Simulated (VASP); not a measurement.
# Cd: single point with PBEsol

The system is Cd.

```
CELL_PARAMETERS angstrom
2.28329 0.00000 0.00000
-1.14165 1.97739 0.00000
0.00000 0.00000 3.67989
ATOMIC_POSITIONS crystal
Cd 0.33333 0.66667 0.25000
Cd 0.66667 0.33333 0.75000
```

* Program: VASP 6.6.1
* Task: single point
* Functional: PBEsol
* Potentials or basis: VASP PAW PBE potentials, release 64 (Cd_sv_GW)
* Cutoff: 470 eV
* k mesh: 14 × 14 × 8
* Occupations: fermi-dirac, width 0.05 eV
* Spin: no spin polarisation
* Dipole correction: no
* k mesh for the DOS: 21 × 21 × 12
* Occupations for the DOS: tetrahedron
* Further INCAR settings: ALGO = Normal; EDIFF = 1e-06; NBANDS = 27

```yaml
Valence_electrons_inside_the_program's_atomic_spheres: Cd 19.07
```

Levels at points of the mesh, in eV from the Fermi level:
```
           k point  band 18  band 19  band 20  band 21  band 22  band 23
(0.00, 0.00, 0.00)   -13.51   -13.51   -10.03     1.02     8.35    11.21
(0.00, 0.00, 0.50)   -14.34   -14.34   -14.34     7.43     7.43    11.69
```

Run time: 62 s on 1 thread of Intel(R) Xeon(R) Platinum 8559C (Emerald Rapids) (shared host), peak memory 0.25 GiB.
